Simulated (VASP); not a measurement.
Wanted: the native input for a VASP 6.6.1 run.

```yaml
Task: single point
Functional: PBE
Potentials_or_basis: VASP PAW PBE potentials, release 64 (Sc_sv, C)
Cutoff: 520 eV
k_mesh: 12 × 12 × 12
Occupations: gaussian, width 0.1 eV
Spin: no spin polarisation
Dipole_correction: no
Further_INCAR_settings: ALGO = Normal; EDIFF = 1e-06; NBANDS = 26
```

The structure of Sc3C lies in POSCAR:

```
Sc3C
1.0
    4.0137101462      0.0000000000      0.0000000000
    0.0000000000      4.0137101462      0.0000000000
    0.0000000000      0.0000000000      4.0137101462
Sc C
3 1
Direct
    0.0000000000      0.5000000000      0.5000000000
    0.5000000000      0.0000000000      0.5000000000
    0.5000000000      0.5000000000      0.0000000000
    0.0000000000      0.0000000000      0.0000000000
```

These files were run (other wordings do the same):

INCAR

```
PREC = Accurate ; ENCUT = 520
EDIFF = 1E-6 ; ISMEAR = 0
SIGMA = 0.1 ; LREAL = F
LASPH = T ; NELM = 80
ALGO = Normal ; ISIF = 2
LWAVE = F ; LCHARG = F
GGA = PE ; NBANDS = 26
```

KPOINTS

```
Automatic mesh
0
Gamma
  12 12 12
```

Potentials or basis: VASP PAW PBE potentials, release 64 (Sc_sv, C).

The run is started by

```bash
$ cat potpaw_PBE.64/Sc_sv/POTCAR potpaw_PBE.64/C/POTCAR > POTCAR
$ mpirun -np 1 vasp_std > vasp.out
```

It gave:

```yaml
Pressure: 0.2 GPa
Band_gap_on_the_k_mesh: zero (an odd number of electrons rules out a gap without spin polarisation)
```

Run time: 4 min on 1 thread of Intel Xeon 8259CL, on a shared host, peak memory 0.25 GiB.
